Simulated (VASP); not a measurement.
# Sb2Au (Fm-3m) in VASP: a series of runs

Sb2Au is run at these levels: LDA; tasks: single point.

Everything below comes from runs of VASP 6.6.1. Logs are shortened: lines on timing, memory, paths and dates and some standing lists are left out, and cuts for length are marked.

## (1) The cell of the first run

The structure is cubic, space group Fm-3m (No. 225). The conventional cell has a = 6.711 Å, b = 6.711 Å, c = 6.711 Å, α = 90.00°, β = 90.00°, γ = 90.00°. Sb (site symmetry -43m) has 4 Au at 2.91 Å and 6 Sb at 3.36 Å within 3.8 Å. Au (site symmetry m-3m) has 8 Sb at 2.91 Å within 3.8 Å.

## (2) Single point, LDA

Contents of INCAR:

```
PREC = Accurate
ENCUT = 520
EDIFF = 1E-6
ISMEAR = -1
SIGMA = 0.1
LREAL = F
LASPH = T
NELM = 100
ALGO = Normal
ISIF = 2
LWAVE = F
LCHARG = T
LELF = T
LVHAR = T
NBANDS = 18
```

Contents of KPOINTS:

```
Automatic mesh
0
Gamma
  6 6 6
```

Contents of POSCAR:

```
Sb2Au
1.0
    0.0000000000      3.3555053796      3.3555053796
    3.3555053796      0.0000000000      3.3555053796
    3.3555053796      3.3555053796      0.0000000000
Sb Au
2 1
Direct
    0.2500000000      0.2500000000      0.2500000000
    0.7500000000      0.7500000000      0.7500000000
    0.0000000000      0.0000000000      0.0000000000
```

Potentials or basis: VASP PAW LDA potentials, release 64 (Sb, Au).

The run is started by

```sh
> cat potpaw_LDA.64/Sb/POTCAR potpaw_LDA.64/Au/POTCAR > POTCAR
> mpirun -np 1 vasp_std > vasp.out
```

OUTCAR:

```text
PREC = Accurate
   ENCUT = 520
   EDIFF = 1E-6
   ISMEAR = -1
   LREAL = F
   LASPH = T
   NELM = 100
   ISIF = 2

 ion  position               nearest neighbor table
   1  0.250  0.250  0.250-   3 2.91   3 2.91   3 2.91   3 2.91   2 3.36   2 3.36   2 3.36   2 3.36
                             2 3.36   2 3.36
   2  0.750  0.750  0.750-   3 2.91   3 2.91   3 2.91   3 2.91   1 3.36   1 3.36   1 3.36   1 3.36
                             1 3.36   1 3.36
   3  0.000  0.000  0.000-   2 2.91   2 2.91   2 2.91   1 2.91   2 2.91   1 2.91   1 2.91   1 2.91

  LATTYP: Found a face centered cubic cell.
 ALAT       =     6.7110107592

  Lattice vectors:

 A1 = (   0.0000000000,   3.3555053796,   3.3555053796)
 A2 = (   3.3555053796,   0.0000000000,   3.3555053796)
 A3 = (   3.3555053796,   3.3555053796,   0.0000000000)

Analysis of symmetry for initial positions (statically):
=====================================================================
 Subroutine PRICEL returns:
 Original cell was already a primitive cell.

 Routine SETGRP: Setting up the symmetry group for a
 face centered cubic supercell.

 Subroutine GETGRP returns: Found 48 space group operations
 (whereof 48 operations were pure point group operations)
 out of a pool of 48 trial point group operations.

The static configuration has the point symmetry O_h .

Analysis of symmetry for dynamics (positions and initial velocities):
=====================================================================
 Subroutine PRICEL returns:
 Original cell was already a primitive cell.

 Routine SETGRP: Setting up the symmetry group for a
 face centered cubic supercell.

 Subroutine GETGRP returns: Found 48 space group operations
 (whereof 48 operations were pure point group operations)
 out of a pool of 48 trial point group operations.

The dynamic configuration has the point symmetry O_h .

 Subroutine INISYM returns: Found 48 space group operations
 (whereof 48 operations are pure point group operations),
 and found     1 'primitive' translations

----------------------------------------------------------------------------------------

                                     Primitive cell

  volume of cell :      75.5621

  direct lattice vectors                    reciprocal lattice vectors
     0.000000000  3.355505380  3.355505380    -0.149008851  0.149008851  0.149008851
     3.355505380  0.000000000  3.355505380     0.149008851 -0.149008851  0.149008851
     3.355505380  3.355505380  0.000000000     0.149008851  0.149008851 -0.149008851

  length of vectors
     4.745401216  4.745401216  4.745401216     0.258090900  0.258090900  0.258090900

  position of ions in fractional coordinates (direct lattice)
     0.250000000  0.250000000  0.250000000
     0.750000000  0.750000000  0.750000000
     0.000000000  0.000000000  0.000000000

  ion indices of the primitive-cell ions
   primitive index   ion index
                 1           1
                 2           2
                 3           3

----------------------------------------------------------------------------------------

 KPOINTS: Automatic mesh

Automatic generation of k-mesh.
 Grid dimensions read from file:
 generate k-points for:    6    6    6

 Generating k-lattice:

  Cartesian coordinates                     Fractional coordinates (reciprocal lattice)
    -0.024834808  0.024834808  0.024834808     0.166666667  0.000000000  0.000000000
     0.024834808 -0.024834808  0.024834808     0.000000000  0.166666667  0.000000000
     0.024834808  0.024834808 -0.024834808     0.000000000  0.000000000  0.166666667

  Length of vectors
     0.043015150  0.043015150  0.043015150

  Shift w.r.t. Gamma in fractional coordinates (k-lattice)
     0.000000000  0.000000000  0.000000000

 Subroutine IBZKPT returns following result:
 ===========================================

 Found     16 irreducible k-points:

 Following reciprocal coordinates:
            Coordinates               Weight
  0.000000  0.000000  0.000000      1.000000
  0.166667  0.000000  0.000000      8.000000
  0.333333  0.000000  0.000000      8.000000
  0.500000  0.000000  0.000000      4.000000
  0.166667  0.166667  0.000000      6.000000
  0.333333  0.166667  0.000000     24.000000
[... 8 lines left out ...]
 -0.333333  0.333333  0.166667     24.000000
 -0.333333  0.500000  0.166667     12.000000
   k-points           NKPTS =     16   k-points in BZ     NKDIM =     16   number of bands    NBANDS=     18
   number of dos      NEDOS =    301   number of ions     NIONS =      3
   total plane-waves  NPLWV =  46656
   dimension x,y,z NGX =    36 NGY =   36 NGZ =   36
   dimension x,y,z NGXF=    72 NGYF=   72 NGZF=   72
   ions per type =               2   1
   NGX,Y,Z   is equivalent  to a cutoff of  12.61, 12.61, 12.61 a.u.
   NGXF,Y,Z  is equivalent  to a cutoff of  25.22, 25.22, 25.22 a.u.
 SYSTEM =  unknown system
   PREC   = accura    normal or accurate (medium, high low for compatibility)
   ISTART =      0    job   : 0-new  1-cont  2-samecut
   ICHARG =      2    charge: 1-file 2-atom 10-const
   ISPIN  =      1    spin polarized calculation?
   LNONCOLLINEAR =      F non collinear calculations
   LSORBIT =      F    spin-orbit coupling
   LASPH  =      T    aspherical Exc in radial PAW
   ENCUT  =  520.0 eV  38.22 Ry    6.18 a.u.   8.82  8.82  8.82*2*pi/ulx,y,z
   NELM   =    100;   NELMIN=  2; NELMDL= -5     # of ELM steps
   EDIFF  = 0.1E-05   stopping-criterion for ELM
   LREAL  =      F    real-space projection
   EDIFFG = 0.1E-04   stopping-criterion for IOM
   NSW    =      0    number of steps for IOM
   IBRION =     -1    ionic relax: 0-MD 1-quasi-New 2-CG
   NFREE  =      0    steps in history (QN), initial steepest desc. (CG)
   ISIF   =      2    stress and relaxation
   ISYM   =      2    0-nonsym 1-usesym 2-fastsym
   POTIM  = 0.5000    time-step for ionic-motion
   TEBEG  =    0.0;   TEEND  =   0.0 temperature during run
   PSTRESS=    0.0 pullay stress
   NELECT =      21.0000    total number of electrons
   NUPDOWN=      -1.0000    fix difference up-down
   EMIN   =  10.00;   EMAX   =-10.00  energy-range for DOS
   EFERMI =   0.00;   METHOD = LEGACY
   ISMEAR =    -1;   SIGMA  =   0.10  broadening in eV -4-tet -1-fermi 0-gaus
   EFERMI_NEDOS =   21; number of points for ismear=-14 and -15
   IALGO  =     38    algorithm
   IMIX   =      4    mixing-type and parameters
     AMIX     =   0.40;   BMIX     =  1.00
     AMIX_MAG =   1.60;   BMIX_MAG =  1.00
  volume/ion in A,a.u.               =      25.19       169.97
  Fermi-wavevector in a.u.,A,eV,Ry     =   1.068349  2.018888 15.529289  1.141371
  Thomas-Fermi vector in A             =   2.203995
   LORBIT       =      0    0 simple, 1 ext, 2 COOP (PROOUT), +10 PAW based schemes
   GGA     = CA    functional components
   LHFCALC =     F    Hartree Fock is set to
   AEXX    =    0.0000 exact exchange contribution
   IVDW    =     0    specifies the selected vdW correction
   LEPSILON=     F    determine dielectric tensor
   LRPA    =     F    only Hartree local field effects (RPA)
 non-spin polarized calculation
  energy-cutoff  :      520.00
  volume of cell :       75.56
 maximum number of plane-waves:      2085
   NGX = 17   NGY = 17   NGZ = 17

 number of electron      21.0000001 magnetization

 Free energy of the ion-electron system (eV)
  ---------------------------------------------------
  ext. energy  EPLUGINS =         0.00000000
  ---------------------------------------------------
  free energy    TOTEN  =       -13.88889017 eV

  energy without entropy =      -13.84480784  energy(sigma->0) =      -13.86684901

 E-fermi :   8.3557     XC(G=0): -10.5376

 val. band max:        8.3080692982   @ k =   0.1667   0.0000   0.0000
 cond. band min:       8.4147631249   @ k =  -0.1667   0.1667   0.0000
 fundamental gap:      0.1066938266
 Fermi energy:         8.3557384893

 k-point     1 :       0.0000    0.0000    0.0000
  band No.  band energies     occupation
      1      -4.5024      2.00000
      2       1.4058      2.00000
      3       1.8306      2.00000
      4       1.8306      2.00000
      5       1.8306      2.00000
      6       3.0828      2.00000
[... 10 lines left out ...]
     17      10.9557      0.00000
     18      14.1553      0.00000

 k-point     2 :       0.1667    0.0000    0.0000
  band No.  band energies     occupation
      1      -4.2352      2.00000
      2       0.2076      2.00000
      3       1.9297      2.00000
      4       1.9297      2.00000
      5       3.0513      2.00000
      6       3.0513      2.00000
[... 10 lines left out ...]
     17      12.9537      0.00000
     18      15.3752      0.00000

 k-point     3 :       0.3333    0.0000    0.0000
  band No.  band energies     occupation
      1      -3.4815      2.00000
      2      -1.0331      2.00000
      3       2.1192      2.00000
      4       2.1192      2.00000
      5       3.0513      2.00000
      6       3.0513      2.00000
[... 10 lines left out ...]
     17      15.8786      0.00000
     18      17.3605      0.00000

 k-point     4 :       0.5000    0.0000    0.0000
  band No.  band energies     occupation
      1      -2.6297      2.00000
      2      -1.9964      2.00000
      3       2.1957      2.00000
      4       2.1957      2.00000
      5       2.7443      2.00000
      6       3.1114      2.00000
[... 207 lines left out ...]
      4       2.3782      2.00000
      5       2.4231      2.00000
      6       2.9742      2.00000
[... 10 lines left out ...]
     17      15.3137      0.00000
     18      16.1556      0.00000

 k-point    15 :      -0.3333    0.3333    0.1667
  band No.  band energies     occupation
      1      -2.0929      2.00000
      2      -1.8796      2.00000
      3       1.7786      2.00000
      4       2.0853      2.00000
      5       2.5583      2.00000
      6       3.0300      2.00000
[... 10 lines left out ...]
     17      15.9901      0.00000
     18      16.5216      0.00000

 k-point    16 :      -0.3333    0.5000    0.1667
  band No.  band energies     occupation
      1      -2.0793      2.00000
      2      -1.5648      2.00000
      3       1.1137      2.00000
      4       2.3476      2.00000
      5       2.7766      2.00000
      6       2.8756      2.00000
[... 10 lines left out ...]
     17      16.0854      0.00000
     18      17.4352      0.00000

------------------------ aborting loop because EDIFF is reached ----------------------------------------

  FORCE on cell =-STRESS in cart. coord.  units (eV):
  Direction    XX          YY          ZZ          XY          YZ          ZX
  --------------------------------------------------------------------------------------
  -------------------------------------------------------------------------------------
  Total        0.3827338      0.3827338      0.3827338      0.0000000      0.0000000     -0.0000000
  in kB        8.1152822      8.1152822      8.1152822      0.0000000      0.0000000     -0.0000000
  external PRESSURE =       8.1152822 kB  Pullay stress =       0.0000000 kB

 VOLUME and BASIS-vectors are now :
 -----------------------------------------------------------------------------
  energy-cutoff  :      520.00
  volume of cell :       75.56
      direct lattice vectors                 reciprocal lattice vectors
     0.000000000  3.355505380  3.355505380    -0.149008851  0.149008851  0.149008851
     3.355505380  0.000000000  3.355505380     0.149008851 -0.149008851  0.149008851
     3.355505380  3.355505380  0.000000000     0.149008851  0.149008851 -0.149008851

 POSITION                                       TOTAL-FORCE (eV/Angst)
 -----------------------------------------------------------------------------------
      1.67775      1.67775      1.67775        -0.000000     -0.000000     -0.000000
      5.03326      5.03326      5.03326         0.000000      0.000000      0.000000
      0.00000      0.00000      0.00000        -0.000000      0.000000     -0.000000
 -----------------------------------------------------------------------------------
    total drift:                               -0.000000      0.000000      0.000000

  FREE ENERGIE OF THE ION-ELECTRON SYSTEM (eV)
  ---------------------------------------------------
  free  energy   TOTEN  =       -13.8888901722 eV

  energy  without entropy=      -13.8448078410  energy(sigma->0) =      -13.86684901
```

Wall time 11 s (1 thread of Intel Xeon 6975P-C (Granite Rapids), shared host); peak memory 0.18 GiB.

What came out:

- Free energy: -13.8889 eV
- Pressure: 0.8 GPa

Levels at points of the mesh, in eV from the Fermi level:
```csv
k point,band 6,band 7,band 8,band 9,band 10,band 11,band 12,band 13,band 14,band 15
"(0.00, 0.00, 0.00)",-5.27,-5.27,-0.32,-0.32,-0.32,0.51,0.51,0.51,1.35,2.60
"(0.50, 0.00, 0.00)",-5.24,-5.24,-2.47,-2.32,-2.32,-1.54,0.18,0.18,4.56,6.02
"(0.50, 0.50, 0.00)",-5.16,-5.11,-4.52,-4.52,-3.73,0.39,3.51,3.51,3.76,6.58
```

Caveat: spin-orbit coupling is left out, which moves the levels of the heavy elements.

## (3) Single point, LDA

This run uses another cell than the first one, of 25.80 Å³/atom, 1.024 times its volume.

Contents of INCAR:

```
  PREC = Accurate
  ENCUT = 520
  EDIFF = 1E-6
  ISMEAR = -1
  SIGMA = 0.1
  LREAL = False
  LASPH = True
  NELM = 80
  ALGO = Normal
  ISIF = 2
  LWAVE = False
  LCHARG = False
  GGA = CA
  NBANDS = 18
```

KPOINTS is that of step 2.

Contents of POSCAR:

```
Sb2Au
1.0
    0.0000000000      3.3825670755      3.3825670755
    3.3825670755      0.0000000000      3.3825670755
    3.3825670755      3.3825670755      0.0000000000
Sb Au
2 1
Direct
    0.2500000000      0.2500000000      0.2500000000
    0.7500000000      0.7500000000      0.7500000000
    0.0000000000      0.0000000000      0.0000000000
```

Potentials or basis: VASP PAW LDA potentials, release 64 (Sb, Au).

The run is started by

```sh
> cat potpaw_LDA.64/Sb/POTCAR potpaw_LDA.64/Au/POTCAR > POTCAR
> mpirun -np 1 vasp_std > vasp.out
```

It took 7.7 s on 1 thread of Intel Xeon 6975P-C (Granite Rapids), shared host; peak memory 0.18 GiB.

Results (log left out):

```
Free energy : -13.8859 eV
Pressure    : -1.3 GPa
```

Levels at points of the mesh, in eV from the Fermi level:
```tsv
k point	band 7	band 8	band 9	band 10	band 11	band 12	band 13	band 14
(0.00, 0.00, 0.00)	-5.12	-0.31	-0.31	-0.31	0.54	0.54	0.54	1.25
(0.50, 0.00, 0.00)	-5.10	-2.49	-2.22	-2.22	-1.50	0.19	0.19	4.46
(0.50, 0.50, 0.00)	-4.97	-4.37	-4.37	-3.69	0.45	3.42	3.42	3.66
```

Caveat: spin-orbit coupling is left out, which moves the levels of the heavy elements.

## (4) Single point, LDA

This run uses another cell than the first one, of 26.42 Å³/atom, 1.049 times its volume.

Contents of INCAR:

```
  PREC = Accurate
  ENCUT = 520
  EDIFF = 1E-7
  ISMEAR = -1
  SIGMA = 0.1
  LREAL = F
  LASPH = T
  NELM = 60
  ALGO = Normal
  ISIF = 2
  LWAVE = F
  LCHARG = T
  GGA = CA
  LELF = T
  LVHAR = T
  NBANDS = 18
```

Contents of KPOINTS:

```
regular mesh
0
Gamma
  6 6 6
```

Contents of POSCAR:

```
Sb2Au
1.0
    0.0000000000      3.4092025586      3.4092025586
    3.4092025586      0.0000000000      3.4092025586
    3.4092025586      3.4092025586      0.0000000000
Sb Au
2 1
Direct
    0.2500000000      0.2500000000      0.2500000000
    0.7500000000      0.7500000000      0.7500000000
    0.0000000000      0.0000000000      0.0000000000
```

The run is started by

```sh
> cat potpaw_LDA.64/Sb/POTCAR potpaw_LDA.64/Au/POTCAR > POTCAR
> mpirun -np 1 vasp_std > vasp.out
```

Run time: 10 s. Hardware: 1 thread of Intel Xeon 6975P-C (Granite Rapids), shared host; peak memory 0.18 GiB.

The run converged. Its results:

- Free energy: -13.8602 eV
- Pressure: -3.2 GPa

Levels at points of the mesh, in eV from the Fermi level:
| k point | band 8 | band 9 | band 10 | band 11 | band 12 | band 13 |
| --- | --- | --- | --- | --- | --- | --- |
| (0.00, 0.00, 0.00) | -0.30 | -0.30 | -0.30 | 0.57 | 0.57 | 0.57 |
| (0.50, 0.00, 0.00) | -2.51 | -2.12 | -2.12 | -1.46 | 0.20 | 0.20 |
| (0.50, 0.50, 0.00) | -4.22 | -4.22 | -3.66 | 0.49 | 3.33 | 3.33 |

Caveat: spin-orbit coupling is left out, which moves the levels of the heavy elements.

## (5) Single point, LDA

This run uses another cell than the first one, of 27.03 Å³/atom, 1.073 times its volume.

Contents of INCAR:

```
PREC     = Accurate       # precision mode
ENCUT    = 520            # plane-wave cutoff, eV
EDIFF    = 1E-7           # SCF threshold, eV
ISMEAR   = -1             # smearing method
SIGMA    = 0.1            # smearing width, eV
LREAL    = F              # projectors in reciprocal space
LASPH    = T              # aspherical terms in the spheres
NELM     = 60             # most SCF steps
ALGO     = Normal         # electronic algorithm
ISIF     = 2              # what is computed and relaxed
LWAVE    = F              # write WAVECAR
LCHARG   = F              # write CHGCAR
GGA      = CA             # functional
NBANDS   = 18             # bands
```

Contents of KPOINTS:

```
Automatic mesh
0
Gamma
  6 6 6
```

Contents of POSCAR:

```
Sb2Au
1.0
    0.0000000000      3.4354282242      3.4354282242
    3.4354282242      0.0000000000      3.4354282242
    3.4354282242      3.4354282242      0.0000000000
Sb Au
2 1
Direct
    0.2500000000      0.2500000000      0.2500000000
    0.7500000000      0.7500000000      0.7500000000
    0.0000000000      0.0000000000      0.0000000000
```

The run is started by

```sh
> cat potpaw_LDA.64/Sb/POTCAR potpaw_LDA.64/Au/POTCAR > POTCAR
> mpirun -np 1 vasp_std > vasp.out
```

Wall time 11 s (1 thread of Intel Xeon 6975P-C (Granite Rapids), shared host); peak memory 0.18 GiB.

Results (log left out):

* Free energy: -13.8148 eV
* Pressure: -4.7 GPa

Levels at points of the mesh, in eV from the Fermi level:
```
           k point  band 7  band 8  band 9  band 10  band 11  band 12  band 13  band 14
(0.00, 0.00, 0.00)   -4.84   -0.29   -0.29    -0.29     0.59     0.59     0.59     1.06
(0.50, 0.00, 0.00)   -4.82   -2.52   -2.03    -2.03    -1.42     0.21     0.21     4.26
(0.50, 0.50, 0.00)   -4.70   -4.08   -4.08    -3.62     0.54     3.25     3.25     3.48
```

Caveat: spin-orbit coupling is left out, which moves the levels of the heavy elements.

## (6) Summary

```csv
cell,gap on the mesh (eV),pressure (GPa)
"a = 4.745 Å, angles 60.0°, 3 atoms",none,0.8
"a = 4.784 Å, angles 60.0°, 3 atoms",none,-1.3
"a = 4.821 Å, angles 60.0°, 3 atoms",none,-3.2
"a = 4.858 Å, angles 60.0°, 3 atoms",none,-4.7
```

Alike in all rows: task single point; level LDA; potentials or basis VASP PAW LDA potentials, release 64 (Sb, Au); no spin polarisation; k mesh 6 × 6 × 6; cutoff (eV) 520; smearing fermi-dirac 0.1 eV.

Caveats: spin-orbit coupling is left out, which moves the levels of the heavy elements.

Total energies depend on the potentials used, so only differences within one code and one set of settings carry meaning.
